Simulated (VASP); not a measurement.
# AlCu3 (P6_3/mmc) in VASP: a series of runs

The runs below take AlCu3 through single point, with LDA.

Program: VASP 6.6.1. These are calculated values, not measurements. Logs are shortened: lines on timing, memory, paths and dates and some standing lists are left out, and cuts for length are marked.

### Step 1. The cell of the first run

It takes space group P6_3/mmc (No. 194, hexagonal). The conventional cell has a = 5.138 Å, b = 5.138 Å, c = 4.206 Å, α = 90.00°, β = 90.00°, γ = 120.00°. Within 3.4 Å of Al (site symmetry -6m2) lie 12 Cu at 2.57 to 2.58 Å. Within 3.4 Å of Cu (site symmetry mm2) lie 8 Cu at 2.55 to 2.59 Å and 4 Al at 2.57 to 2.58 Å.

### Step 2. Single point, LDA

File INCAR:

```
SYSTEM = AlCu3
PREC = Accurate
ENCUT = 520
EDIFF = 1E-7
ISMEAR = 0
SIGMA = 0.1
LREAL = .FALSE.
LASPH = .TRUE.
NELM = 100
ALGO = Normal
ISIF = 2
LWAVE = .FALSE.
LCHARG = .FALSE.
GGA = CA
NBANDS = 46
```

File KPOINTS:

```
Automatic mesh
0
G
  6 6 4
  0 0 0
```

File POSCAR:

```
AlCu3
1.0
    5.1379173640      0.0000000000      0.0000000000
   -2.5689586820      4.4495669597      0.0000000000
    0.0000000000      0.0000000000      4.2061400600
Al Cu
2 6
Direct
    0.6666666700      0.3333333300      0.2500000000
    0.3333333300      0.6666666700      0.7500000000
    0.3310647100      0.1655323600      0.7500000000
    0.8344676400      0.1655323600      0.7500000000
    0.8344676400      0.6689352900      0.7500000000
    0.6689352900      0.8344676400      0.2500000000
    0.1655323600      0.8344676400      0.2500000000
    0.1655323600      0.3310647100      0.2500000000
```

Potentials or basis: VASP PAW LDA potentials, release 64 (Al, Cu).

Command:

```sh
> cat potpaw_LDA.64/Al/POTCAR potpaw_LDA.64/Cu/POTCAR > POTCAR
> mpirun -np 1 vasp_std > vasp.out
```

OUTCAR:

```text
SYSTEM = AlCu3
   PREC = Accurate
   ENCUT = 520
   EDIFF = 1E-7
   ISMEAR = 0
   LREAL = .FALSE.
   LASPH = .TRUE.
   NELM = 100
   ISIF = 2
   GGA = CA

 ion  position               nearest neighbor table
   1  0.667  0.333  0.250-   6 2.57   7 2.57   7 2.57   6 2.57   8 2.57   8 2.57   4 2.58   4 2.58
                             5 2.58   5 2.58   3 2.58   3 2.58
   2  0.333  0.667  0.750-   3 2.57   4 2.57   4 2.57   3 2.57   5 2.57   5 2.57   7 2.58   7 2.58
                             8 2.58   8 2.58   6 2.58   6 2.58
   3  0.331  0.166  0.750-   5 2.55   4 2.55   8 2.57   8 2.57   7 2.57   7 2.57   2 2.57   2 2.57
                             1 2.58   1 2.58   5 2.59   4 2.59
   4  0.834  0.166  0.750-   5 2.55   3 2.55   6 2.57   6 2.57   8 2.57   8 2.57   2 2.57   2 2.57
                             1 2.58   1 2.58   5 2.59   3 2.59
   5  0.834  0.669  0.750-   3 2.55   4 2.55   6 2.57   6 2.57   7 2.57   7 2.57   2 2.57   2 2.57
                             1 2.58   1 2.58   4 2.59   3 2.59
   6  0.669  0.834  0.250-   8 2.55   7 2.55   5 2.57   5 2.57   4 2.57   4 2.57   1 2.57   1 2.57
                             2 2.58   2 2.58   8 2.59   7 2.59
   7  0.166  0.834  0.250-   8 2.55   6 2.55   3 2.57   3 2.57   5 2.57   5 2.57   1 2.57   1 2.57
                             2 2.58   2 2.58   8 2.59   6 2.59
   8  0.166  0.331  0.250-   6 2.55   7 2.55   3 2.57   3 2.57   4 2.57   4 2.57   1 2.57   1 2.57
                             2 2.58   2 2.58   7 2.59   6 2.59

  LATTYP: Found a hexagonal cell.
 ALAT       =     5.1379173640
 C/A-ratio  =     0.8186468878

  Lattice vectors:

 A1 = (   5.1379173640,   0.0000000000,   0.0000000000)
 A2 = (  -2.5689586820,   4.4495669597,   0.0000000000)
 A3 = (   0.0000000000,   0.0000000000,   4.2061400600)

Analysis of symmetry for initial positions (statically):
=====================================================================
 Subroutine PRICEL returns:
 Original cell was already a primitive cell.

 Routine SETGRP: Setting up the symmetry group for a
 hexagonal supercell.

 Subroutine GETGRP returns: Found 24 space group operations
 (whereof 12 operations were pure point group operations)
 out of a pool of 24 trial point group operations.

The static configuration has the point symmetry D_3d.
 The point group associated with its full space group is D_6h.

Analysis of symmetry for dynamics (positions and initial velocities):
=====================================================================
 Subroutine PRICEL returns:
 Original cell was already a primitive cell.

 Routine SETGRP: Setting up the symmetry group for a
 hexagonal supercell.

 Subroutine GETGRP returns: Found 24 space group operations
 (whereof 12 operations were pure point group operations)
 out of a pool of 24 trial point group operations.

The dynamic configuration has the point symmetry D_3d.
 The point group associated with its full space group is D_6h.

 Subroutine INISYM returns: Found 24 space group operations
 (whereof 12 operations are pure point group operations),
 and found     1 'primitive' translations

----------------------------------------------------------------------------------------

                                     Primitive cell

  volume of cell :      96.1587

  direct lattice vectors                    reciprocal lattice vectors
     5.137917364  0.000000000  0.000000000     0.194631390  0.112370486  0.000000000
    -2.568958682  4.449566960  0.000000000     0.000000000  0.224740971  0.000000000
     0.000000000  0.000000000  4.206140060     0.000000000  0.000000000  0.237747670

  length of vectors
     5.137917364  5.137917364  4.206140060     0.224740971  0.224740971  0.237747670

  position of ions in fractional coordinates (direct lattice)
     0.666666670  0.333333330  0.250000000
     0.333333330  0.666666670  0.750000000
     0.331064710  0.165532360  0.750000000
     0.834467640  0.165532360  0.750000000
     0.834467640  0.668935290  0.750000000
     0.668935290  0.834467640  0.250000000
     0.165532360  0.834467640  0.250000000
     0.165532360  0.331064710  0.250000000

  ion indices of the primitive-cell ions
   primitive index   ion index
                 1           1
                 2           2
                 3           3
                 4           4
                 5           5
                 6           6
                 7           7
                 8           8

----------------------------------------------------------------------------------------

 KPOINTS: Automatic mesh

Automatic generation of k-mesh.
 Grid dimensions read from file:
 generate k-points for:    6    6    4

 Generating k-lattice:

  Cartesian coordinates                     Fractional coordinates (reciprocal lattice)
     0.032438565  0.018728414  0.000000000     0.166666667  0.000000000  0.000000000
     0.000000000  0.037456829  0.000000000     0.000000000  0.166666667  0.000000000
     0.000000000  0.000000000  0.059436918     0.000000000  0.000000000  0.250000000

  Length of vectors
     0.037456829  0.037456829  0.059436918

  Shift w.r.t. Gamma in fractional coordinates (k-lattice)
     0.000000000  0.000000000  0.000000000

 Subroutine IBZKPT returns following result:
 ===========================================

 Found     21 irreducible k-points:

 Following reciprocal coordinates:
            Coordinates               Weight
  0.000000  0.000000  0.000000      1.000000
  0.166667  0.000000  0.000000      6.000000
  0.333333 -0.000000  0.000000      6.000000
  0.500000  0.000000  0.000000      3.000000
  0.166667  0.166667  0.000000      6.000000
  0.333333  0.166667  0.000000     12.000000
[... 13 lines left out ...]
  0.333333  0.166667  0.500000     12.000000
  0.333333  0.333333  0.500000      2.000000
   k-points           NKPTS =     21   k-points in BZ     NKDIM =     21   number of bands    NBANDS=     46
   number of dos      NEDOS =    301   number of ions     NIONS =      8
   total plane-waves  NPLWV =  51200
   dimension x,y,z NGX =    40 NGY =   40 NGZ =   32
   dimension x,y,z NGXF=    80 NGYF=   80 NGZF=   64
   ions per type =               2   6
   NGX,Y,Z   is equivalent  to a cutoff of  12.94, 12.94, 12.65 a.u.
   NGXF,Y,Z  is equivalent  to a cutoff of  25.89, 25.89, 25.30 a.u.
 SYSTEM =  AlCu3
   PREC   = accura    normal or accurate (medium, high low for compatibility)
   ISTART =      0    job   : 0-new  1-cont  2-samecut
   ICHARG =      2    charge: 1-file 2-atom 10-const
   ISPIN  =      1    spin polarized calculation?
   LNONCOLLINEAR =      F non collinear calculations
   LSORBIT =      F    spin-orbit coupling
   LASPH  =      T    aspherical Exc in radial PAW
   ENCUT  =  520.0 eV  38.22 Ry    6.18 a.u.   9.55  9.55  7.82*2*pi/ulx,y,z
   NELM   =    100;   NELMIN=  2; NELMDL= -5     # of ELM steps
   EDIFF  = 0.1E-06   stopping-criterion for ELM
   LREAL  =      F    real-space projection
   EDIFFG = 0.1E-05   stopping-criterion for IOM
   NSW    =      0    number of steps for IOM
   IBRION =     -1    ionic relax: 0-MD 1-quasi-New 2-CG
   NFREE  =      0    steps in history (QN), initial steepest desc. (CG)
   ISIF   =      2    stress and relaxation
   ISYM   =      2    0-nonsym 1-usesym 2-fastsym
   POTIM  = 0.5000    time-step for ionic-motion
   TEBEG  =    0.0;   TEEND  =   0.0 temperature during run
   PSTRESS=    0.0 pullay stress
   NELECT =      72.0000    total number of electrons
   NUPDOWN=      -1.0000    fix difference up-down
   EMIN   =  10.00;   EMAX   =-10.00  energy-range for DOS
   EFERMI =   0.00;   METHOD = LEGACY
   ISMEAR =     0;   SIGMA  =   0.10  broadening in eV -4-tet -1-fermi 0-gaus
   EFERMI_NEDOS =   21; number of points for ismear=-14 and -15
   IALGO  =     38    algorithm
   IMIX   =      4    mixing-type and parameters
     AMIX     =   0.40;   BMIX     =  1.00
     AMIX_MAG =   1.60;   BMIX_MAG =  1.00
  volume/ion in A,a.u.               =      12.02        81.11
  Fermi-wavevector in a.u.,A,eV,Ry     =   1.486584  2.809236 30.067952  2.209932
  Thomas-Fermi vector in A             =   2.599852
   LORBIT       =      0    0 simple, 1 ext, 2 COOP (PROOUT), +10 PAW based schemes
   GGA     = CA    functional components
   LHFCALC =     F    Hartree Fock is set to
   AEXX    =    0.0000 exact exchange contribution
   IVDW    =     0    specifies the selected vdW correction
   LEPSILON=     F    determine dielectric tensor
   LRPA    =     F    only Hartree local field effects (RPA)
 non-spin polarized calculation
 Gauss-broadening in eV      SIGMA  =   0.10
  energy-cutoff  :      520.00
  volume of cell :       96.16
 maximum number of plane-waves:      2655
 NGX is ok and might be reduce to    40
   NGX = 19   NGY = 19   NGZ = 15

 number of electron      72.0000041 magnetization

 Free energy of the ion-electron system (eV)
  ---------------------------------------------------
  ext. energy  EPLUGINS =         0.00000000
  ---------------------------------------------------
  free energy    TOTEN  =       -38.15249973 eV

  energy without entropy =      -38.12705670  energy(sigma->0) =      -38.13977822

 E-fermi :   8.5476     XC(G=0): -12.6465

 val. band max:        8.5024090567   @ k =   0.1667   0.1667   0.2500
 cond. band min:       8.5561847570   @ k =   0.1667   0.1667   0.5000
 fundamental gap:      0.0537757004
 Fermi energy:         8.5475819574

 k-point     1 :       0.0000    0.0000    0.0000
  band No.  band energies     occupation
      1      -2.1498      2.00000
      2       2.1919      2.00000
      3       3.3437      2.00000
      4       3.3437      2.00000
      5       3.3895      2.00000
      6       3.4807      2.00000
[... 38 lines left out ...]
     45      15.2723      0.00000
     46      15.7136      0.00000

 k-point     2 :       0.1667    0.0000    0.0000
  band No.  band energies     occupation
      1      -1.9354      2.00000
      2       2.0435      2.00000
      3       2.8373      2.00000
      4       3.0842      2.00000
      5       3.4369      2.00000
      6       3.5339      2.00000
[... 923 lines left out ...]
 k-point    21 :       0.3333    0.3333    0.5000
  band No.  band energies     occupation
      1       1.6011      2.00000
      2       1.6011      2.00000
      3       2.0084      2.00000
      4       2.0084      2.00000
      5       2.6526      2.00000
      6       2.6526      2.00000
[... 38 lines left out ...]
     45      17.7012      0.00000
     46      17.7012      0.00000

------------------------ aborting loop because EDIFF is reached ----------------------------------------

  FORCE on cell =-STRESS in cart. coord.  units (eV):
  Direction    XX          YY          ZZ          XY          YZ          ZX
  --------------------------------------------------------------------------------------
  -------------------------------------------------------------------------------------
  Total       -2.8399006     -2.8399006     -3.8499511      0.0000000      0.0000000      0.0000000
  in kB      -47.3178643    -47.3178643    -64.1471258      0.0000000      0.0000000      0.0000000
  external PRESSURE =     -52.9276182 kB  Pullay stress =       0.0000000 kB

 VOLUME and BASIS-vectors are now :
 -----------------------------------------------------------------------------
  energy-cutoff  :      520.00
  volume of cell :       96.16
      direct lattice vectors                 reciprocal lattice vectors
     5.137917364  0.000000000  0.000000000     0.194631390  0.112370486  0.000000000
    -2.568958682  4.449566960  0.000000000     0.000000000  0.224740971  0.000000000
     0.000000000  0.000000000  4.206140060     0.000000000  0.000000000  0.237747670

 POSITION                                       TOTAL-FORCE (eV/Angst)
 -----------------------------------------------------------------------------------
      2.56896      1.48319      1.05154         0.000000      0.000000      0.000000
     -0.00000      2.96638      3.15461         0.000000      0.000000      0.000000
      1.27574      0.73655      3.15461        -0.030178     -0.017423     -0.000000
      3.86218      0.73655      3.15461         0.030178     -0.017423     -0.000000
      2.56896      2.97647      3.15461         0.000000      0.034847      0.000000
      1.29322      3.71302      1.05154         0.030178      0.017423      0.000000
     -1.29322      3.71302      1.05154        -0.030178      0.017423     -0.000000
      0.00000      1.47309      1.05154         0.000000     -0.034847      0.000000
 -----------------------------------------------------------------------------------
    total drift:                               -0.000003      0.000002      0.000000

  FREE ENERGIE OF THE ION-ELECTRON SYSTEM (eV)
  ---------------------------------------------------
  free  energy   TOTEN  =       -38.1524997314 eV

  energy  without entropy=      -38.1270567041  energy(sigma->0) =      -38.13977822
```

It took 87 s on 1 thread of Intel Xeon 8259CL, shared host; peak memory 0.22 GiB.

Results:

```yaml
Free_energy: -38.1525 eV
Pressure: -5.3 GPa
Largest_force: 0.035 eV/Å
Band_gap_on_the_k_mesh: zero (bands 36 and 37 overlap by 2.47 eV)
```

Forces on the atoms (eV/Å):
```
Al   0.000  0.000  0.000
Al   0.000  0.000  0.000
Cu  -0.030 -0.017  0.000
Cu   0.030 -0.017  0.000
Cu   0.000  0.035  0.000
Cu   0.030  0.017  0.000
Cu  -0.030  0.017  0.000
Cu   0.000 -0.035  0.000
```

Caveat: the k points lie up to 0.37 Å⁻¹ apart, too coarse for converged energies and pressures of a metal.

### Step 3. Single point, LDA

This run uses another cell than the first one, of 11.54 Å³/atom.

File INCAR:

```
PREC = Accurate ; ENCUT = 520
EDIFF = 1E-7 ; ISMEAR = 0
SIGMA = 0.1 ; LREAL = F
LASPH = T ; NELM = 80
ALGO = Fast ; ISIF = 2
LWAVE = F ; LCHARG = T
LELF = T ; LVHAR = T
NBANDS = 46
```

File KPOINTS:

```
regular mesh
0
Gamma
  12 12 8
```

File POSCAR:

```
AlCu3
1.0
    5.0805072595      0.0000000000      0.0000000000
   -2.5402536297      4.3998483508      0.0000000000
    0.0000000000      0.0000000000      4.1297761705
Al Cu
2 6
Direct
    0.6666666667      0.3333333333      0.2500000000
    0.3333333333      0.6666666667      0.7500000000
    0.3303580442      0.1651790221      0.7500000000
    0.8348209779      0.1651790221      0.7500000000
    0.8348209779      0.6696419558      0.7500000000
    0.6696419558      0.8348209779      0.2500000000
    0.1651790221      0.8348209779      0.2500000000
    0.1651790221      0.3303580442      0.2500000000
```

Potentials or basis: VASP PAW LDA potentials, release 64 (Al, Cu).

Command:

```sh
> cat potpaw_LDA.64/Al/POTCAR potpaw_LDA.64/Cu/POTCAR > POTCAR
> mpirun -np 1 vasp_std > vasp.out
```

Run time: 12 min. Hardware: 1 thread of Intel Xeon 8259CL, shared host; peak memory 0.4 GiB.

The run converged. Its results:

```yaml
Free_energy: -38.2760 eV
Pressure: 0.6 GPa
Band_gap_on_the_k_mesh: zero (bands 36 and 37 overlap by 2.68 eV)
```

Levels at points of the mesh, in eV from the Fermi level:
```
           k point  band 32  band 33  band 34  band 35  band 36  band 37  band 38  band 39  band 40  band 41
(0.00, 0.00, 0.00)    -2.29    -1.89    -1.40    -1.40    -0.81    -0.07    -0.07     1.68     4.90     5.83
(0.50, 0.00, 0.00)    -2.43    -2.40    -1.36     0.56     1.06     1.92     2.64     3.38     3.74     3.98
(0.00, 0.00, 0.50)    -2.33    -1.36    -1.36    -1.36    -1.36    -0.91    -0.91     2.65     2.65     2.65
(0.50, 0.00, 0.50)    -2.49    -2.46    -2.46    -0.96    -0.96    -0.69    -0.69     5.42     5.42     6.18
```

### Step 4. Single point, LDA

This run uses another cell than the first one, of 11.55 Å³/atom.

File INCAR:

```
SYSTEM = AlCu3
PREC = Accurate
ENCUT = 520
EDIFF = 1E-6
ISMEAR = -1
SIGMA = 0.15
LREAL = .False.
LASPH = .True.
NELM = 100
ALGO = Fast
ISIF = 2
LWAVE = .False.
LCHARG = .False.
GGA = CA
NBANDS = 46
```

File KPOINTS:

```
regular mesh
0
Gamma
  12 12 8
  0 0 0
```

File POSCAR:

```
AlCu3
1.0
    5.0834554825      0.0000000000      0.0000000000
   -2.5417277412      4.4024015868      0.0000000000
    0.0000000000      0.0000000000      4.1276726818
Al Cu
2 6
Direct
    0.6666666667      0.3333333333      0.2500000000
    0.3333333333      0.6666666667      0.7500000000
    0.3303281460      0.1651640730      0.7500000000
    0.8348359270      0.1651640730      0.7500000000
    0.8348359270      0.6696718540      0.7500000000
    0.6696718540      0.8348359270      0.2500000000
    0.1651640730      0.8348359270      0.2500000000
    0.1651640730      0.3303281460      0.2500000000
```

Command:

```sh
> cat potpaw_LDA.64/Al/POTCAR potpaw_LDA.64/Cu/POTCAR > POTCAR
> mpirun -np 1 vasp_std > vasp.out
```

Wall time 10 min (1 thread of Intel Xeon 8259CL, shared host); peak memory 0.4 GiB.

Results (log left out):

- Free energy: -38.3634 eV
- Pressure: 0.5 GPa
- Band gap on the k mesh: zero (bands 36 and 37 overlap by 2.69 eV)

Levels at points of the mesh, in eV from the Fermi level:
| k point | band 33 | band 34 | band 35 | band 36 | band 37 | band 38 | band 39 | band 40 |
| --- | --- | --- | --- | --- | --- | --- | --- | --- |
| (0.00, 0.00, 0.00) | -1.88 | -1.39 | -1.39 | -0.80 | -0.05 | -0.05 | 1.71 | 4.92 |
| (0.50, 0.00, 0.00) | -2.39 | -1.34 | 0.58 | 1.08 | 1.95 | 2.67 | 3.39 | 3.76 |
| (0.00, 0.00, 0.50) | -1.34 | -1.34 | -1.34 | -1.34 | -0.90 | -0.90 | 2.66 | 2.66 |
| (0.50, 0.00, 0.50) | -2.44 | -2.44 | -0.94 | -0.94 | -0.68 | -0.68 | 5.43 | 5.43 |

### Step 5. The runs side by side

| cell | k mesh | smearing | gap on the mesh (eV) | pressure (GPa) |
| --- | --- | --- | --- | --- |
| a = 5.138, b = 5.138, c = 4.206 Å, angles 90.0, 90.0, 120.0°, 8 atoms | 6 × 6 × 4 | gaussian 0.1 eV | none | -5.3 |
| a = 5.081, b = 5.081, c = 4.130 Å, angles 90.0, 90.0, 120.0°, 8 atoms | 12 × 12 × 8 | gaussian 0.1 eV | none | 0.6 |
| a = 5.083, b = 5.083, c = 4.128 Å, angles 90.0, 90.0, 120.0°, 8 atoms | 12 × 12 × 8 | fermi-dirac 0.15 eV | none | 0.5 |

Alike in all rows: task single point; level LDA; potentials or basis VASP PAW LDA potentials, release 64 (Al, Cu); no spin polarisation; cutoff (eV) 520.

Caveats: some runs use coarse meshes.

Total energies depend on the potentials used, so only differences within one code and one set of settings carry meaning.
